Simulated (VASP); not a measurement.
Input of a VASP 6.6.1 run:

File INCAR:

```
  ALGO = Normal
  EDIFF = 1E-7
  ENCUT = 520
  GGA = PS
  ISIF = 2
  ISMEAR = 1
  LASPH = True
  LCHARG = False
  LREAL = False
  LWAVE = False
  NBANDS = 12
  NELM = 60
  PREC = Accurate
  SIGMA = 0.1
```

Contents of KPOINTS:

```
k-points
0
Gamma
  8 8 8
```

POSCAR

```
Sb
1.0
    2.0951508494      1.2096379008      3.6549888089
   -2.0951508494      1.2096379008      3.6549888089
    0.0000000000     -2.4192758017      3.6549888089
Sb
2
Direct
    0.2334900000      0.2334900000      0.2334900000
    0.7665100000      0.7665100000      0.7665100000
```

Potentials or basis: VASP PAW PBE potentials, release 64 (Sb).

Run with:

```sh
$ cat potpaw_PBE.64/Sb/POTCAR > POTCAR
$ mpirun -np 1 vasp_std > vasp.out
```

Question: What does it give for the pressure?

Answer: 6.2 GPa.

Question: Estimate the largest force.

Answer: 0.653 eV/Å.

Question: What does it give for the band gap on the k mesh?

Answer: Zero (bands 5 and 6 overlap by 0.30 eV).

Forces in eV/Å, atoms in the order of the input:
```
Sb   0.000  0.000  0.653
Sb   0.000  0.000 -0.653
```

Caveat: the cell stands under pressure; the PAW data sets were made with another functional, which shifts forces and pressure a little; spin-orbit coupling is left out, which moves the levels of the heavy elements.
